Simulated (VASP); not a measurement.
# TaC6N (P4/mmm) in VASP: notebook

Runs on TaC6N. Level: PBE. Tasks: single point, relaxation of cell and atoms.

Program: VASP 6.6.1. These are calculated values, not measurements. Logs are shortened: lines on timing, memory, paths and dates and some standing lists are left out, and cuts for length are marked.

## (1) The cell of the first run

It takes space group P4/mmm (No. 123, tetragonal). Conventional cell: a = 4.171 Å, b = 4.171 Å, c = 4.571 Å, α = 90.00°, β = 90.00°, γ = 90.00°. Within 2.8 Å of Ta (site symmetry 4/mmm) lie 12 C at 2.09 to 2.52 Å. C (site symmetry mmm) has 2 Ta at 2.09 Å and 2 N at 2.09 Å and 8 C at 2.75 Å within 2.8 Å. Within 2.0 Å of C (site symmetry m2m) lie 2 C at 1.49 Å. Within 2.8 Å of N (site symmetry 4/mmm) lie 4 C at 2.09 Å.

The cell was built from a structure type or drawn by symmetry, and may not be a known phase.

## (2) Single point, PBE

Input file INCAR:

```
SYSTEM = TaC6N
  PREC = Accurate
  ENCUT = 520
  EDIFF = 1E-6
  ISMEAR = 0
  SIGMA = 0.2
  LREAL = .FALSE.
  LASPH = .TRUE.
  NELM = 80
  ALGO = Normal
  ISIF = 2
  LWAVE = .FALSE.
  LCHARG = .FALSE.
  GGA = PE
  NBANDS = 30
```

Input file KPOINTS:

```
Automatic mesh
0
G
  3 3 4
  0 0 0
```

Input file POSCAR:

```
TaC6N
1.0
    4.1708245604      0.0000000000      0.0000000000
    0.0000000000      4.1708245604      0.0000000000
    0.0000000000      0.0000000000      4.5705683476
Ta C N
1 6 1
Direct
    0.0000000000      0.0000000000      0.5000000000
    0.5000000000      0.0000000000      0.5000000000
    0.0000000000      0.5000000000      0.5000000000
    0.1782305766      0.8217694234      0.0000000000
    0.8217694234      0.1782305766      0.0000000000
    0.1782305766      0.1782305766      0.0000000000
    0.8217694234      0.8217694234      0.0000000000
    0.5000000000      0.5000000000      0.5000000000
```

Potentials or basis: VASP PAW PBE potentials, release 64 (Ta_pv, C, N).

On the command line:

```
cat potpaw_PBE.64/Ta_pv/POTCAR potpaw_PBE.64/C/POTCAR potpaw_PBE.64/N/POTCAR > POTCAR
mpirun -np 1 vasp_std > vasp.out
```

OUTCAR:

```text
SYSTEM = TaC6N
   PREC = Accurate
   ENCUT = 520
   EDIFF = 1E-6
   ISMEAR = 0
   LREAL = .FALSE.
   LASPH = .TRUE.
   NELM = 80
   ISIF = 2
   GGA = PE

 ion  position               nearest neighbor table
   1  0.000  0.000  0.500-   2 2.09   3 2.09   3 2.09   2 2.09   6 2.52   7 2.52   4 2.52   5 2.52
                             6 2.52   7 2.52   4 2.52   5 2.52
   2  0.500  0.000  0.500-   1 2.09   1 2.09
   3  0.000  0.500  0.500-   1 2.09   1 2.09
   4  0.178  0.822  0.000-   6 1.49   7 1.49   1 2.52   1 2.52
   5  0.822  0.178  0.000-   6 1.49   7 1.49   1 2.52   1 2.52
   6  0.178  0.178  0.000-   4 1.49   5 1.49   1 2.52   1 2.52
   7  0.822  0.822  0.000-   4 1.49   5 1.49   1 2.52   1 2.52
   8  0.500  0.500  0.500-

  LATTYP: Found a simple tetragonal cell.
 ALAT       =     4.1708245604
 C/A-ratio  =     1.0958428679

  Lattice vectors:

 A1 = (   4.1708245604,   0.0000000000,   0.0000000000)
 A2 = (   0.0000000000,   4.1708245604,   0.0000000000)
 A3 = (   0.0000000000,   0.0000000000,   4.5705683476)

Analysis of symmetry for initial positions (statically):
=====================================================================
 Subroutine PRICEL returns:
 Original cell was already a primitive cell.

 Routine SETGRP: Setting up the symmetry group for a
 simple tetragonal supercell.

 Subroutine GETGRP returns: Found 16 space group operations
 (whereof 16 operations were pure point group operations)
 out of a pool of 16 trial point group operations.

The static configuration has the point symmetry D_4h.

Analysis of symmetry for dynamics (positions and initial velocities):
=====================================================================
 Subroutine PRICEL returns:
 Original cell was already a primitive cell.

 Routine SETGRP: Setting up the symmetry group for a
 simple tetragonal supercell.

 Subroutine GETGRP returns: Found 16 space group operations
 (whereof 16 operations were pure point group operations)
 out of a pool of 16 trial point group operations.

The dynamic configuration has the point symmetry D_4h.

 Subroutine INISYM returns: Found 16 space group operations
 (whereof 16 operations are pure point group operations),
 and found     1 'primitive' translations

----------------------------------------------------------------------------------------

                                     Primitive cell

  volume of cell :      79.5086

  direct lattice vectors                    reciprocal lattice vectors
     4.170824560  0.000000000  0.000000000     0.239760744  0.000000000  0.000000000
     0.000000000  4.170824560  0.000000000     0.000000000  0.239760744  0.000000000
     0.000000000  0.000000000  4.570568348     0.000000000  0.000000000  0.218791171

  length of vectors
     4.170824560  4.170824560  4.570568348     0.239760744  0.239760744  0.218791171

  position of ions in fractional coordinates (direct lattice)
     0.000000000  0.000000000  0.500000000
     0.500000000  0.000000000  0.500000000
     0.000000000  0.500000000  0.500000000
     0.178230577  0.821769423  0.000000000
     0.821769423  0.178230577  0.000000000
     0.178230577  0.178230577  0.000000000
     0.821769423  0.821769423  0.000000000
     0.500000000  0.500000000  0.500000000

  ion indices of the primitive-cell ions
   primitive index   ion index
                 1           1
                 2           2
                 3           3
                 4           4
                 5           5
                 6           6
                 7           7
                 8           8

----------------------------------------------------------------------------------------

 KPOINTS: Automatic mesh

Automatic generation of k-mesh.
 Grid dimensions read from file:
 generate k-points for:    3    3    4

 Generating k-lattice:

  Cartesian coordinates                     Fractional coordinates (reciprocal lattice)
     0.079920248  0.000000000  0.000000000     0.333333333  0.000000000  0.000000000
     0.000000000  0.079920248  0.000000000     0.000000000  0.333333333  0.000000000
     0.000000000  0.000000000  0.054697793     0.000000000  0.000000000  0.250000000

  Length of vectors
     0.079920248  0.079920248  0.054697793

  Shift w.r.t. Gamma in fractional coordinates (k-lattice)
     0.000000000  0.000000000  0.000000000

 Subroutine IBZKPT returns following result:
 ===========================================

 Found      9 irreducible k-points:

 Following reciprocal coordinates:
            Coordinates               Weight
  0.000000  0.000000  0.000000      1.000000
  0.333333  0.000000  0.000000      4.000000
  0.333333  0.333333  0.000000      4.000000
  0.000000  0.000000  0.250000      2.000000
  0.333333  0.000000  0.250000      8.000000
  0.333333  0.333333  0.250000      8.000000
  0.000000  0.000000  0.500000      1.000000
  0.333333  0.000000  0.500000      4.000000
  0.333333  0.333333  0.500000      4.000000
   k-points           NKPTS =      9   k-points in BZ     NKDIM =      9   number of bands    NBANDS=     30
   number of dos      NEDOS =    301   number of ions     NIONS =      8
   total plane-waves  NPLWV =  36864
   dimension x,y,z NGX =    32 NGY =   32 NGZ =   36
   dimension x,y,z NGXF=    64 NGYF=   64 NGZF=   72
   ions per type =               1   6   1
   NGX,Y,Z   is equivalent  to a cutoff of  12.75, 12.75, 13.09 a.u.
   NGXF,Y,Z  is equivalent  to a cutoff of  25.51, 25.51, 26.19 a.u.
 SYSTEM =  TaC6N
   PREC   = accura    normal or accurate (medium, high low for compatibility)
   ISTART =      0    job   : 0-new  1-cont  2-samecut
   ICHARG =      2    charge: 1-file 2-atom 10-const
   ISPIN  =      1    spin polarized calculation?
   LNONCOLLINEAR =      F non collinear calculations
   LSORBIT =      F    spin-orbit coupling
   LASPH  =      T    aspherical Exc in radial PAW
   ENCUT  =  520.0 eV  38.22 Ry    6.18 a.u.   7.75  7.75  8.50*2*pi/ulx,y,z
   NELM   =     80;   NELMIN=  2; NELMDL= -5     # of ELM steps
   EDIFF  = 0.1E-05   stopping-criterion for ELM
   LREAL  =      F    real-space projection
   EDIFFG = 0.1E-04   stopping-criterion for IOM
   NSW    =      0    number of steps for IOM
   IBRION =     -1    ionic relax: 0-MD 1-quasi-New 2-CG
   NFREE  =      0    steps in history (QN), initial steepest desc. (CG)
   ISIF   =      2    stress and relaxation
   ISYM   =      2    0-nonsym 1-usesym 2-fastsym
   POTIM  = 0.5000    time-step for ionic-motion
   TEBEG  =    0.0;   TEEND  =   0.0 temperature during run
   PSTRESS=    0.0 pullay stress
   NELECT =      40.0000    total number of electrons
   NUPDOWN=      -1.0000    fix difference up-down
   EMIN   =  10.00;   EMAX   =-10.00  energy-range for DOS
   EFERMI =   0.00;   METHOD = LEGACY
   ISMEAR =     0;   SIGMA  =   0.20  broadening in eV -4-tet -1-fermi 0-gaus
   EFERMI_NEDOS =   21; number of points for ismear=-14 and -15
   IALGO  =     38    algorithm
   IMIX   =      4    mixing-type and parameters
     AMIX     =   0.40;   BMIX     =  1.00
     AMIX_MAG =   1.60;   BMIX_MAG =  1.00
  volume/ion in A,a.u.               =       9.94        67.07
  Fermi-wavevector in a.u.,A,eV,Ry     =   1.302037  2.460494 23.065978  1.695302
  Thomas-Fermi vector in A             =   2.433132
   LORBIT       =      0    0 simple, 1 ext, 2 COOP (PROOUT), +10 PAW based schemes
   GGA     = PE    functional components
   LHFCALC =     F    Hartree Fock is set to
   AEXX    =    0.0000 exact exchange contribution
   IVDW    =     0    specifies the selected vdW correction
   LEPSILON=     F    determine dielectric tensor
   LRPA    =     F    only Hartree local field effects (RPA)
 non-spin polarized calculation
 Gauss-broadening in eV      SIGMA  =   0.20
  energy-cutoff  :      520.00
  volume of cell :       79.51
 maximum number of plane-waves:      2150
 NGX is ok and might be reduce to    32
   NGX = 15   NGY = 15   NGZ = 17

 number of electron      40.0000002 magnetization

 Free energy of the ion-electron system (eV)
  ---------------------------------------------------
  ext. energy  EPLUGINS =         0.00000000
  ---------------------------------------------------
  free energy    TOTEN  =       -55.11284699 eV

  energy without entropy =      -55.00871909  energy(sigma->0) =      -55.06078304

 E-fermi :   4.4462     XC(G=0): -11.4914

 val. band max:        4.3738345379   @ k =   0.0000   0.0000   0.0000
 cond. band min:       4.4470077814   @ k =   0.3333   0.0000   0.5000
 fundamental gap:      0.0731732435
 Fermi energy:         4.4461530167

 k-point     1 :       0.0000    0.0000    0.0000
  band No.  band energies     occupation
      1     -30.4765      2.00000
      2     -30.2423      2.00000
      3     -30.2423      2.00000
      4     -14.6458      2.00000
      5     -10.0684      2.00000
      6      -5.9160      2.00000
[... 22 lines left out ...]
     29       9.9306      0.00000
     30      10.6190      0.00000

 k-point     2 :       0.3333    0.0000    0.0000
  band No.  band energies     occupation
      1     -30.4748      2.00000
      2     -30.2559      2.00000
      3     -30.2405      2.00000
      4     -14.5138      2.00000
      5      -9.6728      2.00000
      6      -6.9682      2.00000
[... 22 lines left out ...]
     29      10.0572      0.00000
     30      10.0717      0.00000

 k-point     3 :       0.3333    0.3333    0.0000
  band No.  band energies     occupation
      1     -30.4731      2.00000
      2     -30.2539      2.00000
      3     -30.2536      2.00000
      4     -14.3952      2.00000
      5      -9.3411      2.00000
      6      -7.2528      2.00000
[... 187 lines left out ...]
     29      10.5139      0.00000
     30      10.6844      0.00000

 k-point     9 :       0.3333    0.3333    0.5000
  band No.  band energies     occupation
      1     -30.4958      2.00000
      2     -30.2529      2.00000
      3     -30.2527      2.00000
      4     -13.9881      2.00000
      5      -9.2333      2.00000
      6      -7.1313      2.00000
[... 22 lines left out ...]
     29       9.6866      0.00000
     30      10.8588      0.00000

------------------------ aborting loop because EDIFF is reached ----------------------------------------

  FORCE on cell =-STRESS in cart. coord.  units (eV):
  Direction    XX          YY          ZZ          XY          YZ          ZX
  --------------------------------------------------------------------------------------
  -------------------------------------------------------------------------------------
  Total        0.3807676      0.3807676      0.0838730      0.0000000     -0.0000000      0.0000000
  in kB        7.6728473      7.6728473      1.6901241      0.0000000     -0.0000000      0.0000000
  external PRESSURE =       5.6786062 kB  Pullay stress =       0.0000000 kB

 VOLUME and BASIS-vectors are now :
 -----------------------------------------------------------------------------
  energy-cutoff  :      520.00
  volume of cell :       79.51
      direct lattice vectors                 reciprocal lattice vectors
     4.170824560  0.000000000  0.000000000     0.239760744  0.000000000  0.000000000
     0.000000000  4.170824560  0.000000000     0.000000000  0.239760744  0.000000000
     0.000000000  0.000000000  4.570568348     0.000000000  0.000000000  0.218791171

 POSITION                                       TOTAL-FORCE (eV/Angst)
 -----------------------------------------------------------------------------------
      0.00000      0.00000      2.28528         0.000000     -0.000000      0.000000
      2.08541      0.00000      2.28528         0.000000     -0.000000      0.000000
      0.00000      2.08541      2.28528         0.000000     -0.000000      0.000000
      0.74337      3.42746      0.00000         0.088577     -0.088577     -0.000000
      3.42746      0.74337      0.00000        -0.088577      0.088577      0.000000
      0.74337      0.74337      0.00000         0.088577      0.088577      0.000000
      3.42746      3.42746      0.00000        -0.088577     -0.088577      0.000000
      2.08541      2.08541      2.28528         0.000000     -0.000000      0.000000
 -----------------------------------------------------------------------------------
    total drift:                               -0.000000      0.000000     -0.000000

  FREE ENERGIE OF THE ION-ELECTRON SYSTEM (eV)
  ---------------------------------------------------
  free  energy   TOTEN  =       -55.1128469854 eV

  energy  without entropy=      -55.0087190856  energy(sigma->0) =      -55.06078304
```

It took 22 s on 1 thread of Intel Xeon 8259CL, shared host; peak memory 0.19 GiB.

What came out:

```
Free energy            : -55.1128 eV
Pressure               : 0.6 GPa
Largest force          : 0.125 eV/Å
Band gap on the k mesh : zero (bands 20 and 21 overlap by 0.21 eV)
```

Forces in eV/Å, atoms in the order of the input:
```
Ta   0.000  0.000  0.000
C    0.000  0.000  0.000
C    0.000  0.000  0.000
C    0.089 -0.089  0.000
C   -0.089  0.089  0.000
C    0.089  0.089  0.000
C   -0.089 -0.089  0.000
N    0.000  0.000  0.000
```

Stress tensor (GPa, compression positive):
```
0.77 0.00 0.00
0.00 0.77 0.00
0.00 0.00 0.17
```

Caveat: the k points lie up to 0.50 Å⁻¹ apart; spin-orbit coupling is left out, which moves the levels of the heavy elements.

## (3) Relaxation of cell and atoms, PBE

This run uses another cell than the first one, of 17.32 Å³/atom.

Input file INCAR:

```
SYSTEM = TaC6N
PREC = Accurate
ENCUT = 600
EDIFF = 1E-6
ISMEAR = 0
SIGMA = 0.2
LREAL = .FALSE.
LASPH = .TRUE.
NELM = 80
ALGO = Normal
ISIF = 3
LWAVE = .FALSE.
LCHARG = .FALSE.
GGA = PE
IBRION = 2
NSW = 36
EDIFFG = -0.08
```

KPOINTS is that of step 2.

Input file POSCAR:

```
TaC6N
1.0
    5.7728760300      0.0000000000      0.0000000000
    0.0000000000      5.7728760300      0.0000000000
    0.0000000000      0.0000000000      4.1580083200
Ta C N
1 6 1
Direct
    0.0000000000      0.0000000000      0.5000000000
    0.5000000000      0.0000000000      0.5000000000
    0.0000000000      0.5000000000      0.5000000000
    0.2347290000      0.7652710000      0.0000000000
    0.7652710000      0.2347290000      0.0000000000
    0.2347290000      0.2347290000      0.0000000000
    0.7652710000      0.7652710000      0.0000000000
    0.5000000000      0.5000000000      0.5000000000
```

Potentials or basis: VASP PAW PBE potentials, release 64 (Ta_pv, C, N).

On the command line:

```
cat potpaw_PBE.64/Ta_pv/POTCAR potpaw_PBE.64/C/POTCAR potpaw_PBE.64/N/POTCAR > POTCAR
mpirun -np 1 vasp_std > vasp.out
```

Wall time 22 min (1 thread of Intel Xeon 8259CL, shared host); peak memory 0.32 GiB.

The run converged. Its results:

```
Free energy                           : -55.1631 eV
Relaxed volume                        : 10.03 Å³/atom
Relaxed cell                          : a = 4.185 Å, b = 4.185 Å, c = 4.584 Å, α = 90.00°, β = 90.00°, γ = 90.00°
Space group after relaxing (to 0.1 Å) : P4/mmm (No. 123)
Energy gained by relaxing             : 2369.4 meV/atom
Ionic steps                           : 20
Pressure after relaxing               : -0.8 GPa
Largest force after relaxing          : 0.045 eV/Å
Band gap on the k mesh                : zero (bands 20 and 21 overlap by 0.24 eV)
```

Forces in eV/Å, atoms in the order of the input:
```
Ta   0.000  0.000  0.000
C    0.000  0.000  0.000
C    0.000  0.000  0.000
C    0.032 -0.032  0.000
C   -0.032  0.032  0.000
C    0.032  0.032  0.000
C   -0.032 -0.032  0.000
N    0.000  0.000  0.000
```

Stress tensor (GPa, compression positive):
```
-0.77  0.00  0.00
 0.00 -0.77  0.00
 0.00  0.00 -0.91
```

Step by step:
```csv
step,energy change (eV),largest force (eV/Å),pressure (GPa),volume (Å³)
1,0.0000,1.6876,-30.96,138.57
2,-11.4199,0.5536,-18.03,81.69
3,-12.0426,0.0924,-0.55,72.93
4,-12.0432,0.1879,2.39,71.89
5,-13.7248,0.8435,5.93,68.55
6,-15.3983,1.9052,33.07,61.47
7,-15.0905,2.2207,49.08,59.17
8,-15.3804,2.0230,37.51,60.70
9,-15.8367,2.5134,35.40,61.62
10,-16.0540,2.8428,35.27,62.83
11,-16.8104,2.7975,25.22,65.58
12,-18.2282,2.2584,4.01,74.29
13,-18.0993,0.6302,-10.15,93.91
14,-18.6181,1.1241,-4.97,82.70
15,-18.6180,1.2036,-4.45,82.04
16,-18.7507,0.3721,-1.21,81.18
17,-18.8018,0.6222,2.61,80.30
18,-18.9011,0.3841,0.98,80.31
19,-18.9545,0.0771,-0.68,80.27
20,-18.9550,0.0452,-0.82,80.26
```

Final structure:
```
CELL_PARAMETERS angstrom
4.18466 0.00000 0.00000
0.00000 4.18466 0.00000
0.00000 0.00000 4.58358
ATOMIC_POSITIONS crystal
Ta 0.00000 0.00000 0.50000
C 0.50000 0.00000 0.50000
C 0.00000 0.50000 0.50000
C 0.17773 0.82227 0.00000
C 0.82227 0.17773 0.00000
C 0.17773 0.17773 0.00000
C 0.82227 0.82227 0.00000
N 0.50000 0.50000 0.50000
```

Levels at points of the mesh, in eV from the Fermi level:
```csv
k point,band 16,band 17,band 18,band 19,band 20,band 21,band 22,band 23,band 24,band 25
"(0.00, 0.00, 0.00)",-2.78,-1.74,-1.27,-0.05,0.03,0.03,0.48,0.48,1.59,2.17
"(0.00, 0.00, 0.50)",-0.82,-0.80,-0.80,-0.44,-0.44,0.25,1.01,1.60,1.62,1.83
```

Caveat: the k points lie up to 0.50 Å⁻¹ apart in the final cell; the volume moved by over 15 % at a fixed basis, so the end points are rough; spin-orbit coupling is left out, which moves the levels of the heavy elements; the relaxation stopped at a loose force limit of 0.08 eV/Å, so its end isn't a converged minimum.
